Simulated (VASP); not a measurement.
# MgBe2SeO2 (P-6m2) in VASP: further runs, part 2 of 2

VASP 6.6.1. Earlier steps stand in the parts before.

**4. Single point, PBE, collinear spin, ferromagnetic start**

Contents of INCAR:

```
SYSTEM = MgBe2SeO2
  ALGO = Normal
  EDIFF = 1E-6
  ENCUT = 520
  GGA = PE
  ISIF = 2
  ISMEAR = 0
  ISPIN = 2
  LASPH = .True.
  LCHARG = .False.
  LORBIT = 11
  LREAL = .False.
  LWAVE = .False.
  MAGMOM = 0 0 0 0 1 1
  NBANDS = 25
  NELM = 150
  PREC = Accurate
  SIGMA = 0.1
```

Contents of KPOINTS:

```
k-points
0
Gamma
  6 6 4
  0 0 0
```

Contents of POSCAR:

```
MgBe2SeO2
1.0
    4.1261504400      0.0000000000      0.0000000000
   -2.0630752200      3.5733511000      0.0000000000
    0.0000000000      0.0000000000      6.4753950300
Mg Be Se O
1 2 1 2
Direct
    0.3333333300      0.6666666700      0.5000000000
    0.6666666700      0.3333333300      0.0000000000
    0.0000000000      0.0000000000      0.5000000000
    0.3333333300      0.6666666700      0.0000000000
    0.6666666700      0.3333333300      0.2672173200
    0.6666666700      0.3333333300      0.7327826800
```

Potentials or basis: VASP PAW PBE potentials, release 64 (Mg, Be, Se, O).

The run is started by

```
cat potpaw_PBE.64/Mg/POTCAR potpaw_PBE.64/Be/POTCAR potpaw_PBE.64/Se/POTCAR potpaw_PBE.64/O/POTCAR > POTCAR
mpirun -np 1 vasp_std > vasp.out
```

OUTCAR:

```text
SYSTEM = MgBe2SeO2
   EDIFF = 1E-6
   ENCUT = 520
   GGA = PE
   ISIF = 2
   ISMEAR = 0
   ISPIN = 2
   LASPH = .True.
   LORBIT = 11
   LREAL = .False.
   NELM = 150
   PREC = Accurate

 ion  position               nearest neighbor table
   1  0.333  0.667  0.500-   3 2.38   3 2.38   3 2.38
   2  0.667  0.333  0.000-   5 1.73   6 1.73   4 2.38   4 2.38   4 2.38
   3  0.000  0.000  0.500-   1 2.38   1 2.38   1 2.38
   4  0.333  0.667  0.000-   2 2.38   2 2.38   2 2.38
   5  0.667  0.333  0.267-   2 1.73
   6  0.667  0.333  0.733-   2 1.73

  LATTYP: Found a hexagonal cell.
[... 1368 lines left out ...]
 POSITION                                       TOTAL-FORCE (eV/Angst)
 -----------------------------------------------------------------------------------
     -0.00000      2.38223      3.23770        -0.000000      0.000000      0.000000
      2.06308      1.19112      0.00000        -0.000000      0.000000      0.000000
      0.00000      0.00000      3.23770        -0.000000      0.000000      0.000000
     -0.00000      2.38223      0.00000        -0.000000      0.000000      0.000000
      2.06308      1.19112      1.73034         0.000000     -0.000000      0.993251
      2.06308      1.19112      4.74506         0.000000      0.000000     -0.993251
 -----------------------------------------------------------------------------------
    total drift:                               -0.000050      0.000029     -0.000000

  FREE ENERGIE OF THE ION-ELECTRON SYSTEM (eV)
  ---------------------------------------------------
  free  energy   TOTEN  =       -22.4419180595 eV

  energy  without entropy=      -22.4287867228  energy(sigma->0) =      -22.43535239

 total charge

# of ion       s       p       d       tot
------------------------------------------
    1        0.173   0.102   0.020   0.294
    2        0.358   0.567   0.000   0.925
    3        0.511   0.235   0.000   0.747
    4        1.480   2.290   0.018   3.788
    5        1.598   3.211   0.000   4.809
    6        1.598   3.211   0.000   4.809
--------------------------------------------------
tot          5.716   9.616   0.038  15.371

 magnetization (x)

# of ion       s       p       d       tot
------------------------------------------
    1       -0.000  -0.000   0.000  -0.000
    2       -0.000  -0.000   0.000  -0.000
    3       -0.000  -0.000   0.000  -0.000
    4        0.000   0.000   0.000   0.000
    5       -0.000   0.000   0.000   0.000
    6       -0.000   0.000   0.000   0.000
--------------------------------------------------
tot         -0.000   0.001   0.000   0.001
```

stdout:

```text
POSCAR found type information on POSCAR MgBeSeO
 POSCAR found :  4 types and       6 ions
 scaLAPACK will be used
 LDA part: xc-table for (Slater+PW92), standard interpolation
 POSCAR, INCAR and KPOINTS ok, starting setup
 FFT: planning ... GRIDC
 FFT: planning ... GRID_SOFT
 FFT: planning ... GRID
 WAVECAR not read
 entering main loop
```

It took 61 s on 1 thread of AMD EPYC 9R45 (Zen 5), shared host; peak memory 0.26 GiB.

What came out:

```
Free energy                                           : -22.4419 eV
Pressure                                              : -7.9 GPa
Largest force                                         : 0.993 eV/Å
Band gap on the k mesh                                : zero (filled and empty bands overlap)
Net moment                                            : 0.00 μB per cell
Valence electrons inside the program's atomic spheres : Mg 0.29; Be 0.93, 0.75; Se 3.79; O 4.81
```

Forces in eV/Å, atoms in the order of the input:
```
Mg   0.000  0.000  0.000
Be   0.000  0.000  0.000
Be   0.000  0.000  0.000
Se   0.000  0.000  0.000
O    0.000  0.000  0.993
O    0.000  0.000 -0.993
```

Stress tensor (GPa, compression positive):
```
 -3.62   0.00   0.00
  0.00  -3.62   0.00
  0.00   0.00 -16.58
```

**5. Relaxation of cell and atoms, PBE**

This run uses another cell than the first one, of 13.07 Å³/atom, 0.821 times its volume.

Contents of INCAR:

```
SYSTEM = MgBe2SeO2
  ALGO = Normal
  EDIFF = 1E-6
  EDIFFG = -0.01
  ENCUT = 600
  GGA = PE
  IBRION = 2
  ISIF = 3
  ISMEAR = 0
  LASPH = .True.
  LCHARG = .False.
  LREAL = .False.
  LWAVE = .False.
  NELM = 100
  NSW = 100
  PREC = Accurate
  SIGMA = 0.1
```

Contents of KPOINTS:

```
k-points
0
Gamma
  12 12 8
  0 0 0
```

Contents of POSCAR:

```
MgBe2SeO2
1.0
    3.9827880302      0.0000000000      0.0000000000
   -1.9913940151      3.4491956121      0.0000000000
    0.0000000000      0.0000000000      5.7065373072
Mg Be Se O
1 2 1 2
Direct
    0.3333333333      0.6666666667      0.5000000000
    0.6666666667      0.3333333333      0.0000000000
    0.0000000000      0.0000000000      0.5000000000
    0.3333333333      0.6666666667      0.0000000000
    0.6666666667      0.3333333333      0.2956244109
    0.6666666667      0.3333333333      0.7043755891
```

The run is started by

```
cat potpaw_PBE.64/Mg/POTCAR potpaw_PBE.64/Be/POTCAR potpaw_PBE.64/Se/POTCAR potpaw_PBE.64/O/POTCAR > POTCAR
mpirun -np 1 vasp_std > vasp.out
```

Wall time 95 s (1 thread of AMD EPYC 9R45 (Zen 5), shared host); peak memory 0.32 GiB.

Results (log left out):

```
Free energy                            : -23.5704 eV
Relaxed volume                         : 13.04 Å³/atom
Relaxed cell                           : a = 3.980 Å, b = 3.980 Å, c = 5.705 Å, α = 90.00°, β = 90.00°, γ = 120.00°
Space group after relaxing (to 0.05 Å) : P-6m2 (No. 187)
Energy gained by relaxing              : 0.0 meV/atom
Ionic steps                            : 2
Pressure after relaxing                : 0.0 GPa
Largest force after relaxing           : 0.010 eV/Å
Band gap on the k mesh                 : zero (band 12 reaches 3.70 eV, above the bottom of band 13 at 2.70 eV)
```

Forces in eV/Å, atoms in the order of the input:
```
Mg   0.000  0.000  0.000
Be   0.000  0.000  0.000
Be   0.000  0.000  0.000
Se   0.000  0.000  0.000
O    0.000  0.000  0.010
O    0.000  0.000 -0.010
```

Stress tensor (GPa, compression positive):
```
-0.03  0.00  0.00
 0.00 -0.03  0.00
 0.00  0.00  0.09
```

Final structure:
```yaml
crystal:
  lattice:
    - [3.98020, 0.00000, 0.00000]
    - [-1.99010, 3.44696, 0.00000]
    - [0.00000, 0.00000, 5.70466]
  atoms:
    - { symbol: Mg, position: [0.33333, 0.66667, 0.50000] }
    - { symbol: Be, position: [0.66667, 0.33333, 0.00000] }
    - { symbol: Be, position: [0.00000, 0.00000, 0.50000] }
    - { symbol: Se, position: [0.33333, 0.66667, 0.00000] }
    - { symbol: O, position: [0.66667, 0.33333, 0.29568] }
    - { symbol: O, position: [0.66667, 0.33333, 0.70432] }
```

Levels at points of the mesh, in eV from the Fermi level:
```csv
k point,band 9,band 10,band 11,band 12,band 13,band 14,band 15,band 16
"(0.00, 0.00, 0.00)",-2.34,-1.78,-1.56,-0.85,-0.85,2.49,2.49,3.90
"(0.50, 0.00, 0.00)",-2.45,-2.43,-1.00,-0.31,0.33,1.51,3.06,3.36
"(0.00, 0.00, 0.50)",-3.22,-2.24,-0.37,-0.37,0.81,1.93,2.07,2.07
"(0.50, 0.00, 0.50)",-2.82,-1.73,-0.54,-0.27,0.96,1.58,3.10,3.69
```

**6. Summary**

```csv
task,spin,cell,k mesh,cutoff (eV),gap on the mesh (eV),pressure (GPa),moment (μB),relaxed volume (Å³/atom),largest force (eV/Å)
relaxation of cell and atoms,off,"relaxed from a = 4.126, b = 4.126, c = 6.475 Å, angles 90.0, 90.0, 120.0°, 6 atoms",6 × 6 × 4,600,none,-0.1,-,13.06,0.02
single point,"collinear, ferromagnetic start","a = 3.983, b = 3.983, c = 5.707 Å, angles 90.0, 90.0, 120.0°, 6 atoms",6 × 6 × 4,520,none,0.0,0.00,-,0.03
single point,"collinear, ferromagnetic start","a = 4.126, b = 4.126, c = 6.475 Å, angles 90.0, 90.0, 120.0°, 6 atoms",6 × 6 × 4,520,none,-7.9,0.00,-,0.99
relaxation of cell and atoms,off,"relaxed from a = 3.983, b = 3.983, c = 5.707 Å, angles 90.0, 90.0, 120.0°, 6 atoms",12 × 12 × 8,600,none,0.0,-,13.04,0.01
```

Alike in all rows: level PBE; potentials or basis VASP PAW PBE potentials, release 64 (Mg, Be, Se, O); smearing gaussian 0.1 eV.

Caveats: the volume moved by over 15 % at a fixed basis, so the end points are rough (some runs).

Total energies depend on the potentials used, so only differences within one code and one set of settings carry meaning.
